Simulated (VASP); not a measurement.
# HgTe in VASP: single point with PBE

Aim: the single point of HgTe with PBE.

Everything below comes from runs of VASP 6.6.1. Logs are shortened: lines on timing, memory, paths and dates and some standing lists are left out, and cuts for length are marked.

### Step 1. The cell of the first run

The typed cell holds 2 atoms: a = 4.702 Å, b = 4.702 Å, c = 4.702 Å, α = 60.00°, β = 60.00°, γ = 60.00°.

### Step 2. Single point, PBE

Contents of INCAR:

```
SYSTEM = HgTe
ALGO = Normal
EDIFF = 1E-6
ENCUT = 500
GGA = PE
GGA_COMPAT = .False.
ISIF = 2
ISMEAR = 0
LASPH = .True.
LCHARG = .False.
LREAL = .False.
LWAVE = .False.
NBANDS = 16
NELM = 120
PREC = Accurate
SIGMA = 0.15
```

Contents of KPOINTS:

```
k-points
0
Gamma
  10 10 10
  0 0 0
```

Contents of POSCAR:

```
HgTe
1.0
    0.0000000000      3.3247980880      3.3247980880
    3.3247980880      0.0000000000      3.3247980880
    3.3247980880      3.3247980880      0.0000000000
Hg Te
1 1
Direct
   -0.0000373861      0.0000189759      0.0000442393
    0.7500373861      0.7499810241      0.7499557607
```

Potentials or basis: VASP PAW PBE potentials, release 64 (Hg, Te).

Started as:

```console
cat potpaw_PBE.64/Hg/POTCAR potpaw_PBE.64/Te/POTCAR > POTCAR
mpirun -np 1 vasp_std > vasp.out
```

OUTCAR:

```text
SYSTEM = HgTe
   EDIFF = 1E-6
   ENCUT = 500
   GGA = PE
   ISIF = 2
   ISMEAR = 0
   LASPH = .True.
   LREAL = .False.
   NELM = 120
   PREC = Accurate

 ion  position               nearest neighbor table
   1  1.000  0.000  0.000-   2 2.88   2 2.88   2 2.88   2 2.88
   2  0.750  0.750  0.750-   1 2.88   1 2.88   1 2.88   1 2.88

  LATTYP: Found a face centered cubic cell.
 ALAT       =     6.6495961760

  Lattice vectors:

 A1 = (   0.0000000000,   3.3247980880,   3.3247980880)
 A2 = (   3.3247980880,   0.0000000000,   3.3247980880)
 A3 = (   3.3247980880,   3.3247980880,   0.0000000000)

Analysis of symmetry for initial positions (statically):
=====================================================================
 Subroutine PRICEL returns:
 Original cell was already a primitive cell.

 Routine SETGRP: Setting up the symmetry group for a
 face centered cubic supercell.

 Subroutine GETGRP returns: Found  1 space group operations
 (whereof  1 operations were pure point group operations)
 out of a pool of 48 trial point group operations.

The static configuration has the point symmetry C_1 .

Analysis of symmetry for dynamics (positions and initial velocities):
=====================================================================
 Subroutine PRICEL returns:
 Original cell was already a primitive cell.

 Routine SETGRP: Setting up the symmetry group for a
 face centered cubic supercell.

 Subroutine GETGRP returns: Found  1 space group operations
 (whereof  1 operations were pure point group operations)
 out of a pool of 48 trial point group operations.

The dynamic configuration has the point symmetry C_1 .

 Subroutine INISYM returns: Found  1 space group operations
 (whereof  1 operations are pure point group operations),
 and found     1 'primitive' translations

----------------------------------------------------------------------------------------

                                     Primitive cell

  volume of cell :      73.5065

  direct lattice vectors                    reciprocal lattice vectors
     0.000000000  3.324798088  3.324798088    -0.150385072  0.150385072  0.150385072
     3.324798088  0.000000000  3.324798088     0.150385072 -0.150385072  0.150385072
     3.324798088  3.324798088  0.000000000     0.150385072  0.150385072 -0.150385072

  length of vectors
     4.701974548  4.701974548  4.701974548     0.260474585  0.260474585  0.260474585

  position of ions in fractional coordinates (direct lattice)
     0.999962614  0.000018976  0.000044239
     0.750037386  0.749981024  0.749955761

  ion indices of the primitive-cell ions
   primitive index   ion index
                 1           1
                 2           2

----------------------------------------------------------------------------------------

 KPOINTS: k-points

Automatic generation of k-mesh.
 Grid dimensions read from file:
 generate k-points for:   10   10   10

 Generating k-lattice:

  Cartesian coordinates                     Fractional coordinates (reciprocal lattice)
    -0.015038507  0.015038507  0.015038507     0.100000000  0.000000000  0.000000000
     0.015038507 -0.015038507  0.015038507     0.000000000  0.100000000  0.000000000
     0.015038507  0.015038507 -0.015038507     0.000000000  0.000000000  0.100000000

  Length of vectors
     0.026047459  0.026047459  0.026047459

  Shift w.r.t. Gamma in fractional coordinates (k-lattice)
     0.000000000  0.000000000  0.000000000

 Subroutine IBZKPT returns following result:
 ===========================================

 Found    504 irreducible k-points:

 Following reciprocal coordinates:
            Coordinates               Weight
  0.000000  0.000000  0.000000      1.000000
  0.100000  0.000000  0.000000      2.000000
  0.000000  0.100000  0.000000      2.000000
  0.000000  0.000000  0.100000      2.000000
  0.100000  0.100000  0.100000      2.000000
  0.200000  0.000000  0.000000      2.000000
[... 16 lines left out ...]
  0.000000  0.100000  0.100000      2.000000
  0.100000  0.000000  0.100000      2.000000
 [... further k-points ...]
   k-points           NKPTS =    504   k-points in BZ     NKDIM =    504   number of bands    NBANDS=     16
   number of dos      NEDOS =    301   number of ions     NIONS =      2
   total plane-waves  NPLWV =  46656
   dimension x,y,z NGX =    36 NGY =   36 NGZ =   36
   dimension x,y,z NGXF=    72 NGYF=   72 NGZF=   72
   ions per type =               1   1
   NGX,Y,Z   is equivalent  to a cutoff of  12.73, 12.73, 12.73 a.u.
   NGXF,Y,Z  is equivalent  to a cutoff of  25.46, 25.46, 25.46 a.u.
 SYSTEM =  HgTe
   PREC   = accura    normal or accurate (medium, high low for compatibility)
   ISTART =      0    job   : 0-new  1-cont  2-samecut
   ICHARG =      2    charge: 1-file 2-atom 10-const
   ISPIN  =      1    spin polarized calculation?
   LNONCOLLINEAR =      F non collinear calculations
   LSORBIT =      F    spin-orbit coupling
   LASPH  =      T    aspherical Exc in radial PAW
   ENCUT  =  500.0 eV  36.75 Ry    6.06 a.u.   8.57  8.57  8.57*2*pi/ulx,y,z
   NELM   =    120;   NELMIN=  2; NELMDL= -5     # of ELM steps
   EDIFF  = 0.1E-05   stopping-criterion for ELM
   LREAL  =      F    real-space projection
   EDIFFG = 0.1E-04   stopping-criterion for IOM
   NSW    =      0    number of steps for IOM
   IBRION =     -1    ionic relax: 0-MD 1-quasi-New 2-CG
   NFREE  =      0    steps in history (QN), initial steepest desc. (CG)
   ISIF   =      2    stress and relaxation
   ISYM   =      2    0-nonsym 1-usesym 2-fastsym
   POTIM  = 0.5000    time-step for ionic-motion
   TEBEG  =    0.0;   TEEND  =   0.0 temperature during run
   PSTRESS=    0.0 pullay stress
   NELECT =      18.0000    total number of electrons
   NUPDOWN=      -1.0000    fix difference up-down
   EMIN   =  10.00;   EMAX   =-10.00  energy-range for DOS
   EFERMI =   0.00;   METHOD = LEGACY
   ISMEAR =     0;   SIGMA  =   0.15  broadening in eV -4-tet -1-fermi 0-gaus
   EFERMI_NEDOS =   21; number of points for ismear=-14 and -15
   IALGO  =     38    algorithm
   IMIX   =      4    mixing-type and parameters
     AMIX     =   0.40;   BMIX     =  1.00
     AMIX_MAG =   1.60;   BMIX_MAG =  1.00
  volume/ion in A,a.u.               =      36.75       248.02
  Fermi-wavevector in a.u.,A,eV,Ry     =   1.024213  1.935482 14.272685  1.049013
  Thomas-Fermi vector in A             =   2.157988
   LORBIT       =      0    0 simple, 1 ext, 2 COOP (PROOUT), +10 PAW based schemes
   GGA     = PE    functional components
   LHFCALC =     F    Hartree Fock is set to
   AEXX    =    0.0000 exact exchange contribution
   IVDW    =     0    specifies the selected vdW correction
   LEPSILON=     F    determine dielectric tensor
   LRPA    =     F    only Hartree local field effects (RPA)
 non-spin polarized calculation
 Gauss-broadening in eV      SIGMA  =   0.15
  energy-cutoff  :      500.00
  volume of cell :       73.51
 maximum number of plane-waves:      1892
 NGX is ok and might be reduce to    36
   NGX = 17   NGY = 17   NGZ = 17

 number of electron      17.9999998 magnetization

 Free energy of the ion-electron system (eV)
  ---------------------------------------------------
  ext. energy  EPLUGINS =         0.00000000
  ---------------------------------------------------
  free energy    TOTEN  =        -3.65167830 eV

  energy without entropy =       -3.65123995  energy(sigma->0) =       -3.65145913

 E-fermi :   2.3500     XC(G=0):  -8.3604

 val. band max:        2.2397060816   @ k =   0.0000   0.0000   0.0000
 cond. band min:       2.6830368429   @ k =   0.1000   0.0000   0.0000
 fundamental gap:      0.4433307612
 Fermi energy:         2.3500265300

 k-point     1 :       0.0000    0.0000    0.0000
  band No.  band energies     occupation
      1      -9.1776      2.00000
      2      -4.6548      2.00000
      3      -4.6545      2.00000
      4      -4.6542      2.00000
      5      -4.2217      2.00000
      6      -4.2217      2.00000
[... 8 lines left out ...]
     15      11.6694      0.00000
     16      11.6694      0.00000

 k-point     2 :       0.1000    0.0000    0.0000
  band No.  band energies     occupation
      1      -9.1359      2.00000
      2      -4.6433      2.00000
      3      -4.6429      2.00000
      4      -4.6356      2.00000
      5      -4.2228      2.00000
      6      -4.2228      2.00000
[... 8 lines left out ...]
     15      11.1052      0.00000
     16      11.1053      0.00000

 k-point     3 :       0.0000    0.1000    0.0000
  band No.  band energies     occupation
      1      -9.1359      2.00000
      2      -4.6431      2.00000
      3      -4.6427      2.00000
      4      -4.6360      2.00000
      5      -4.2228      2.00000
      6      -4.2228      2.00000
[... 8 lines left out ...]
     15      11.1051      0.00000
     16      11.1052      0.00000

 k-point     4 :       0.0000    0.0000    0.1000
  band No.  band energies     occupation
      1      -9.1359      2.00000
      2      -4.6430      2.00000
      3      -4.6426      2.00000
      4      -4.6361      2.00000
      5      -4.2228      2.00000
      6      -4.2228      2.00000
[... 8 lines left out ...]
     15      11.1051      0.00000
     16      11.1051      0.00000
[... 324 lines left out ...]
 k-point    22 :       0.1000    0.1000    0.0000
  band No.  band energies     occupation
      1      -9.1220      2.00000
      2      -4.6439      2.00000
      3      -4.6321      2.00000
      4      -4.6319      2.00000
      5      -4.2295      2.00000
      6      -4.2169      2.00000
[... 8 lines left out ...]
     15      10.4170      0.00000
     16      11.7238      0.00000

 k-point    23 :       0.0000    0.1000    0.1000
  band No.  band energies     occupation
      1      -9.1220      2.00000
      2      -4.6439      2.00000
      3      -4.6323      2.00000
      4      -4.6317      2.00000
      5      -4.2295      2.00000
      6      -4.2169      2.00000
[... 8 lines left out ...]
     15      10.4170      0.00000
     16      11.7238      0.00000

 k-point    24 :       0.1000    0.0000    0.1000
  band No.  band energies     occupation
      1      -9.1220      2.00000
      2      -4.6439      2.00000
      3      -4.6320      2.00000
      4      -4.6320      2.00000
      5      -4.2295      2.00000
      6      -4.2169      2.00000
[... 8 lines left out ...]
     15      10.4170      0.00000
     16      11.7238      0.00000

 [... further k-points ...]
[... 5 lines left out ...]
  --------------------------------------------------------------------------------------
  -------------------------------------------------------------------------------------
  Total        0.0314745      0.0314758      0.0314761      0.0004366     -0.0014995     -0.0001626
  in kB        0.6860318      0.6860598      0.6860657      0.0095161     -0.0326835     -0.0035439
  external PRESSURE =       0.6860525 kB  Pullay stress =       0.0000000 kB

 VOLUME and BASIS-vectors are now :
 -----------------------------------------------------------------------------
  energy-cutoff  :      500.00
  volume of cell :       73.51
      direct lattice vectors                 reciprocal lattice vectors
     0.000000000  3.324798088  3.324798088    -0.150385072  0.150385072  0.150385072
     3.324798088  0.000000000  3.324798088     0.150385072 -0.150385072  0.150385072
     3.324798088  3.324798088  0.000000000     0.150385072  0.150385072 -0.150385072

 POSITION                                       TOTAL-FORCE (eV/Angst)
 -----------------------------------------------------------------------------------
      0.00021      3.32482      3.32474        -0.001147     -0.000125      0.000334
      4.98699      4.98717      4.98726         0.001147      0.000125     -0.000334
 -----------------------------------------------------------------------------------
    total drift:                                0.000003      0.000001     -0.000002

  FREE ENERGIE OF THE ION-ELECTRON SYSTEM (eV)
  ---------------------------------------------------
  free  energy   TOTEN  =        -3.6516783034 eV

  energy  without entropy=       -3.6512399469  energy(sigma->0) =       -3.65145913
```

It took 12 min on 1 thread of Oxide Virtual Turin-like, shared host; peak memory 0.64 GiB.

What came out:

```
Free energy            : -3.6517 eV
Pressure               : 0.1 GPa
Band gap on the k mesh : zero (filled and empty bands touch)
```

Levels at points of the mesh, in eV from the Fermi level:
| k point | band 7 | band 8 | band 9 | band 10 | band 11 | band 12 |
| --- | --- | --- | --- | --- | --- | --- |
| (0.00, 0.00, 0.00) | -1.03 | -0.11 | -0.11 | -0.11 | 4.26 | 4.26 |
| (0.50, 0.00, 0.00) | -5.07 | -0.94 | -0.94 | 0.59 | 5.00 | 5.00 |
| (0.00, 0.50, 0.00) | -5.07 | -0.94 | -0.94 | 0.59 | 5.00 | 5.00 |
| (0.00, 0.00, 0.50) | -5.07 | -0.94 | -0.94 | 0.59 | 5.00 | 5.00 |
| (0.50, 0.50, 0.50) | -5.07 | -0.94 | -0.94 | 0.59 | 5.00 | 5.00 |
| (0.50, 0.50, 0.00) | -5.10 | -2.04 | -2.04 | 1.80 | 2.60 | 7.81 |
| (0.00, 0.50, 0.50) | -5.10 | -2.04 | -2.04 | 1.80 | 2.60 | 7.81 |
| (0.50, 0.00, 0.50) | -5.10 | -2.04 | -2.04 | 1.80 | 2.60 | 7.81 |

Caveat: semilocal functionals underestimate gaps, and a narrow one can read as zero; spin-orbit coupling is left out, which moves the levels of the heavy elements.

The gap in the log of VASP goes by the Fermi energy; the results here count the filled bands.